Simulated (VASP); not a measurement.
# MgO (Fm-3m) in VASP: a series of runs

Runs on MgO. Level: PBE. Tasks: single point.

Everything below comes from runs of VASP 6.6.1. Logs are shortened: lines on timing, memory, paths and dates and some standing lists are left out, and cuts for length are marked.

## 1. The cell of the first run

Symmetry: Fm-3m, No. 225, cubic system. The conventional cell has a = 4.343 Å, b = 4.343 Å, c = 4.343 Å, α = 90.00°, β = 90.00°, γ = 90.00°. Mg (site symmetry m-3m) has 6 O at 2.17 Å within 2.9 Å. Within 2.9 Å of O (site symmetry m-3m) lie 6 Mg at 2.17 Å.

## 2. Single point, PBE

INCAR reads:

```
SYSTEM = MgO
PREC = Accurate
ENCUT = 840
EDIFF = 1E-6
ISMEAR = -1
SIGMA = 0.001
LREAL = .False.
LASPH = .True.
NELM = 120
ALGO = Normal
ISIF = 2
LWAVE = .False.
LCHARG = .False.
GGA = PE
NBANDS = 15
GGA_COMPAT = .False.
```

KPOINTS reads:

```
Automatic mesh
0
Gamma
  8 8 8
  0 0 0
```

POSCAR reads:

```
MgO
1.0
    0.0000000000      2.1715000000      2.1715000000
    2.1715000000      0.0000000000      2.1715000000
    2.1715000000      2.1715000000      0.0000000000
Mg O
1 1
Direct
    0.0000000000      0.0000000000      0.0000000000
    0.5000000000      0.5000000000      0.5000000000
```

Potentials or basis: VASP PAW PBE potentials, release 64 (Mg_sv, O).

Launch:

```console
$ cat potpaw_PBE.64/Mg_sv/POTCAR potpaw_PBE.64/O/POTCAR > POTCAR
$ mpirun -np 1 vasp_std > vasp.out
```

OUTCAR:

```text
SYSTEM = MgO
   PREC = Accurate
   ENCUT = 840
   EDIFF = 1E-6
   ISMEAR = -1
   LREAL = .False.
   LASPH = .True.
   NELM = 120
   ISIF = 2
   GGA = PE

 ion  position               nearest neighbor table
   1  0.000  0.000  0.000-
   2  0.500  0.500  0.500-

  LATTYP: Found a face centered cubic cell.
 ALAT       =     4.3430000000

  Lattice vectors:

 A1 = (   0.0000000000,   2.1715000000,   2.1715000000)
 A2 = (   2.1715000000,   0.0000000000,   2.1715000000)
 A3 = (   2.1715000000,   2.1715000000,   0.0000000000)

Analysis of symmetry for initial positions (statically):
=====================================================================
 Subroutine PRICEL returns:
 Original cell was already a primitive cell.

 Routine SETGRP: Setting up the symmetry group for a
 face centered cubic supercell.

 Subroutine GETGRP returns: Found 48 space group operations
 (whereof 48 operations were pure point group operations)
 out of a pool of 48 trial point group operations.

The static configuration has the point symmetry O_h .

Analysis of symmetry for dynamics (positions and initial velocities):
=====================================================================
 Subroutine PRICEL returns:
 Original cell was already a primitive cell.

 Routine SETGRP: Setting up the symmetry group for a
 face centered cubic supercell.

 Subroutine GETGRP returns: Found 48 space group operations
 (whereof 48 operations were pure point group operations)
 out of a pool of 48 trial point group operations.

The dynamic configuration has the point symmetry O_h .

 Subroutine INISYM returns: Found 48 space group operations
 (whereof 48 operations are pure point group operations),
 and found     1 'primitive' translations

----------------------------------------------------------------------------------------

                                     Primitive cell

  volume of cell :      20.4790

  direct lattice vectors                    reciprocal lattice vectors
     0.000000000  2.171500000  2.171500000    -0.230255584  0.230255584  0.230255584
     2.171500000  0.000000000  2.171500000     0.230255584 -0.230255584  0.230255584
     2.171500000  2.171500000  0.000000000     0.230255584  0.230255584 -0.230255584

  length of vectors
     3.070964751  3.070964751  3.070964751     0.398814370  0.398814370  0.398814370

  position of ions in fractional coordinates (direct lattice)
     0.000000000  0.000000000  0.000000000
     0.500000000  0.500000000  0.500000000

  ion indices of the primitive-cell ions
   primitive index   ion index
                 1           1
                 2           2

----------------------------------------------------------------------------------------

 KPOINTS: Automatic mesh

Automatic generation of k-mesh.
 Grid dimensions read from file:
 generate k-points for:    8    8    8

 Generating k-lattice:

  Cartesian coordinates                     Fractional coordinates (reciprocal lattice)
    -0.028781948  0.028781948  0.028781948     0.125000000  0.000000000  0.000000000
     0.028781948 -0.028781948  0.028781948     0.000000000  0.125000000  0.000000000
     0.028781948  0.028781948 -0.028781948     0.000000000  0.000000000  0.125000000

  Length of vectors
     0.049851796  0.049851796  0.049851796

  Shift w.r.t. Gamma in fractional coordinates (k-lattice)
     0.000000000  0.000000000  0.000000000

 Subroutine IBZKPT returns following result:
 ===========================================

 Found     29 irreducible k-points:

 Following reciprocal coordinates:
            Coordinates               Weight
  0.000000  0.000000  0.000000      1.000000
  0.125000  0.000000  0.000000      8.000000
  0.250000  0.000000  0.000000      8.000000
  0.375000  0.000000  0.000000      8.000000
  0.500000  0.000000  0.000000      4.000000
  0.125000  0.125000  0.000000      6.000000
[... 16 lines left out ...]
  0.500000  0.250000  0.125000     48.000000
 -0.375000  0.250000  0.125000     24.000000
 [... further k-points ...]
   k-points           NKPTS =     29   k-points in BZ     NKDIM =     29   number of bands    NBANDS=     15
   number of dos      NEDOS =    301   number of ions     NIONS =      2
   total plane-waves  NPLWV =  27000
   dimension x,y,z NGX =    30 NGY =   30 NGZ =   30
   dimension x,y,z NGXF=    60 NGYF=   60 NGZF=   60
   ions per type =               1   1
   NGX,Y,Z   is equivalent  to a cutoff of  16.24, 16.24, 16.24 a.u.
   NGXF,Y,Z  is equivalent  to a cutoff of  32.48, 32.48, 32.48 a.u.
 SYSTEM =  MgO
   PREC   = accura    normal or accurate (medium, high low for compatibility)
   ISTART =      0    job   : 0-new  1-cont  2-samecut
   ICHARG =      2    charge: 1-file 2-atom 10-const
   ISPIN  =      1    spin polarized calculation?
   LNONCOLLINEAR =      F non collinear calculations
   LSORBIT =      F    spin-orbit coupling
   LASPH  =      T    aspherical Exc in radial PAW
   ENCUT  =  840.0 eV  61.74 Ry    7.86 a.u.   7.26  7.26  7.26*2*pi/ulx,y,z
   NELM   =    120;   NELMIN=  2; NELMDL= -5     # of ELM steps
   EDIFF  = 0.1E-05   stopping-criterion for ELM
   LREAL  =      F    real-space projection
[... 7 lines left out ...]
   TEBEG  =    0.0;   TEEND  =   0.0 temperature during run
   PSTRESS=    0.0 pullay stress
   NELECT =      16.0000    total number of electrons
   NUPDOWN=      -1.0000    fix difference up-down
   EMIN   =  10.00;   EMAX   =-10.00  energy-range for DOS
   EFERMI =   0.00;   METHOD = LEGACY
   ISMEAR =    -1;   SIGMA  =   0.00  broadening in eV -4-tet -1-fermi 0-gaus
   EFERMI_NEDOS =   21; number of points for ismear=-14 and -15
   IALGO  =     38    algorithm
   IMIX   =      4    mixing-type and parameters
     AMIX     =   0.40;   BMIX     =  1.00
     AMIX_MAG =   1.60;   BMIX_MAG =  1.00
  volume/ion in A,a.u.               =      10.24        69.10
  Fermi-wavevector in a.u.,A,eV,Ry     =   1.507804  2.849337 30.932491  2.273474
  Thomas-Fermi vector in A             =   2.618342
   LORBIT       =      0    0 simple, 1 ext, 2 COOP (PROOUT), +10 PAW based schemes
   GGA     = PE    functional components
   LHFCALC =     F    Hartree Fock is set to
   AEXX    =    0.0000 exact exchange contribution
   IVDW    =     0    specifies the selected vdW correction
   LEPSILON=     F    determine dielectric tensor
   LRPA    =     F    only Hartree local field effects (RPA)
 non-spin polarized calculation
  energy-cutoff  :      840.00
  volume of cell :       20.48
 maximum number of plane-waves:      1158
 NGX is ok and might be reduce to    30
   NGX = 15   NGY = 15   NGZ = 15

 number of electron      16.0000006 magnetization

 Free energy of the ion-electron system (eV)
  ---------------------------------------------------
  ext. energy  EPLUGINS =         0.00000000
  ---------------------------------------------------
  free energy    TOTEN  =       -11.85540350 eV

  energy without entropy =      -11.85540350  energy(sigma->0) =      -11.85540350

 E-fermi :   2.4266     XC(G=0): -10.9378

 val. band max:        2.2875802664   @ k =   0.0000   0.0000   0.0000
 cond. band min:       6.1863783110   @ k =   0.0000   0.0000   0.0000
 fundamental gap:      3.8987980446
 Fermi energy:         2.4265990413

 k-point     1 :       0.0000    0.0000    0.0000
  band No.  band energies     occupation
      1     -70.3127      2.00000
      2     -37.0469      2.00000
      3     -37.0469      2.00000
      4     -37.0469      2.00000
      5     -14.5202      2.00000
      6       2.2876      2.00000
      7       2.2876      2.00000
      8       2.2876      2.00000
      9       6.1864      0.00000
     10      17.5687      0.00000
     11      17.5687      0.00000
     12      17.5687      0.00000
     13      21.2464      0.00000
     14      22.9254      0.00000
     15      22.9254      0.00000

 k-point     2 :       0.1250    0.0000    0.0000
  band No.  band energies     occupation
      1     -70.3119      2.00000
      2     -37.0556      2.00000
      3     -37.0478      2.00000
      4     -37.0478      2.00000
      5     -14.3789      2.00000
      6       1.3663      2.00000
      7       2.1997      2.00000
      8       2.1997      2.00000
      9       7.1099      0.00000
     10      15.9173      0.00000
     11      17.8730      0.00000
     12      17.8730      0.00000
     13      21.8159      0.00000
     14      21.8159      0.00000
     15      23.0863      0.00000

 k-point     3 :       0.2500    0.0000    0.0000
  band No.  band energies     occupation
      1     -70.3099      2.00000
      2     -37.0764      2.00000
      3     -37.0501      2.00000
      4     -37.0501      2.00000
      5     -14.0157      2.00000
      6      -0.1997      2.00000
      7       1.9964      2.00000
      8       1.9964      2.00000
      9       8.5818      0.00000
     10      14.2852      0.00000
     11      18.1912      0.00000
     12      18.1912      0.00000
     13      21.4487      0.00000
     14      21.4487      0.00000
     15      22.8602      0.00000
[... 343 lines left out ...]
 k-point    23 :       0.5000    0.2500    0.1250
  band No.  band energies     occupation
      1     -70.3070      2.00000
      2     -37.0919      2.00000
      3     -37.0663      2.00000
      4     -37.0565      2.00000
      5     -13.4508      2.00000
      6      -1.1116      2.00000
      7       0.7436      2.00000
      8       1.5256      2.00000
      9      11.0210      0.00000
     10      13.3103      0.00000
     11      15.2579      0.00000
     12      18.3582      0.00000
     13      20.9900      0.00000
     14      23.5312      0.00000
     15      26.8710      0.00000

 k-point    24 :      -0.3750    0.2500    0.1250
  band No.  band energies     occupation
      1     -70.3063      2.00000
      2     -37.0967      2.00000
      3     -37.0678      2.00000
      4     -37.0582      2.00000
      5     -13.3144      2.00000
      6      -1.3589      2.00000
      7       0.5556      2.00000
      8       1.4173      2.00000
      9      11.3285      0.00000
     10      13.5943      0.00000
     11      14.8889      0.00000
     12      18.1125      0.00000
     13      21.7620      0.00000
     14      23.1728      0.00000
     15      27.0408      0.00000

 [... further k-points ...]

------------------------ aborting loop because EDIFF is reached ----------------------------------------

  FORCE on cell =-STRESS in cart. coord.  units (eV):
  Direction    XX          YY          ZZ          XY          YZ          ZX
  --------------------------------------------------------------------------------------
  -------------------------------------------------------------------------------------
  Total       -1.0496595     -1.0496595     -1.0496595      0.0000000      0.0000000     -0.0000000
  in kB      -82.1201120    -82.1201120    -82.1201120      0.0000000      0.0000000     -0.0000000
  external PRESSURE =     -82.1201120 kB  Pullay stress =       0.0000000 kB

 VOLUME and BASIS-vectors are now :
 -----------------------------------------------------------------------------
  energy-cutoff  :      840.00
  volume of cell :       20.48
      direct lattice vectors                 reciprocal lattice vectors
     0.000000000  2.171500000  2.171500000    -0.230255584  0.230255584  0.230255584
     2.171500000  0.000000000  2.171500000     0.230255584 -0.230255584  0.230255584
     2.171500000  2.171500000  0.000000000     0.230255584  0.230255584 -0.230255584

 POSITION                                       TOTAL-FORCE (eV/Angst)
 -----------------------------------------------------------------------------------
      0.00000      0.00000      0.00000         0.000000     -0.000000     -0.000000
      2.17150      2.17150      2.17150        -0.000000      0.000000      0.000000
 -----------------------------------------------------------------------------------
    total drift:                                0.000000      0.000000      0.000000

  FREE ENERGIE OF THE ION-ELECTRON SYSTEM (eV)
  ---------------------------------------------------
  free  energy   TOTEN  =       -11.8554035043 eV

  energy  without entropy=      -11.8554035043  energy(sigma->0) =      -11.85540350
```

Run time: 11 s. Hardware: 1 thread of AMD EPYC 7R13 (Zen 3), shared host; peak memory 0.14 GiB.

Results:

```yaml
Free_energy: -11.8554 eV
Pressure: -8.2 GPa
Band_gap_on_the_k_mesh: 3.90 eV
```

Caveat: the cell stands under tension. Expect the measured gap to be larger: semilocal functionals such as PBE lack the derivative discontinuity.

## 3. Single point, PBE

INCAR reads:

```
ALGO     = Normal         # electronic algorithm
EDIFF    = 1E-6           # SCF threshold, eV
ENCUT    = 840            # plane-wave cutoff, eV
GGA      = PE             # functional
GGA_COMPAT= F            
ISIF     = 2              # what is computed and relaxed
ISMEAR   = -1             # smearing method
LASPH    = T              # aspherical terms in the spheres
LCHARG   = F              # write CHGCAR
LREAL    = F              # projectors in reciprocal space
LWAVE    = F              # write WAVECAR
NBANDS   = 15             # bands
NELM     = 120            # most SCF steps
PREC     = Accurate       # precision mode
SIGMA    = 0.1            # smearing width, eV
```

KPOINTS reads:

```
k-points
0
Gamma
  8 8 8
```

POSCAR is that of step 2.

Potentials or basis: VASP PAW PBE potentials, release 64 (Mg_sv, O).

Launch:

```console
$ cat potpaw_PBE.64/Mg_sv/POTCAR potpaw_PBE.64/O/POTCAR > POTCAR
$ mpirun -np 1 vasp_std > vasp.out
```

It took 34 s on 1 thread of AMD EPYC, shared host; peak memory 0.14 GiB.

It converged, with:

| Item | Value |
| --- | --- |
| Free energy | -11.8554 eV |
| Pressure | -8.2 GPa |
| Band gap on the k mesh | 3.90 eV |

Levels at points of the mesh, in eV from the valence-band top:
| k point | band 6 | band 7 | band 8 | band 9 | band 10 | band 11 |
| --- | --- | --- | --- | --- | --- | --- |
| (0.00, 0.00, 0.00) | 0.00 | 0.00 | 0.00 | 3.90 | 15.28 | 15.28 |
| (0.50, 0.00, 0.00) | -4.22 | -0.56 | -0.56 | 7.34 | 11.59 | 15.41 |
| (0.50, 0.50, 0.00) | -3.70 | -1.22 | -1.22 | 9.00 | 9.04 | 12.16 |

Caveat: the cell stands under tension.

## 4. Single point, PBE

INCAR reads:

```
SYSTEM = MgO
  PREC = Accurate
  ENCUT = 840
  EDIFF = 1E-6
  ISMEAR = -1
  SIGMA = 0.1
  LREAL = .False.
  LASPH = .True.
  NELM = 120
  ALGO = Normal
  ISIF = 2
  LWAVE = .False.
  LCHARG = .False.
  GGA = PE
  NBANDS = 15
  GGA_COMPAT = .False.
```

KPOINTS reads:

```
Automatic mesh
0
Gamma
  8 8 8
  0 0 0
```

POSCAR is that of step 3.

Launch:

```console
$ cat potpaw_PBE.64/Mg_sv/POTCAR potpaw_PBE.64/O/POTCAR > POTCAR
$ mpirun -np 1 vasp_std > vasp.out
```

Wall time 14 s (1 thread of Intel Xeon Platinum 8375C at 2.90GHz (Ice Lake), shared host); peak memory 0.17 GiB.

Results (log left out):

```yaml
Free_energy: -11.8554 eV
Pressure: -8.2 GPa
Band_gap_on_the_k_mesh: 3.90 eV
```

Levels at points of the mesh, in eV from the valence-band top:
```tsv
k point	band 4	band 5	band 6	band 7	band 8	band 9	band 10	band 11	band 12	band 13
(0.00, 0.00, 0.00)	-39.33	-16.81	0.00	0.00	0.00	3.90	15.28	15.28	15.28	18.96
(0.50, 0.00, 0.00)	-39.34	-15.72	-4.22	-0.56	-0.56	7.34	11.59	15.41	15.41	19.61
(0.50, 0.50, 0.00)	-39.35	-15.52	-3.70	-1.22	-1.22	9.00	9.04	12.16	17.64	17.64
```

Caveat: the cell stands under tension. Expect the measured gap to be larger: semilocal functionals such as PBE lack the derivative discontinuity.
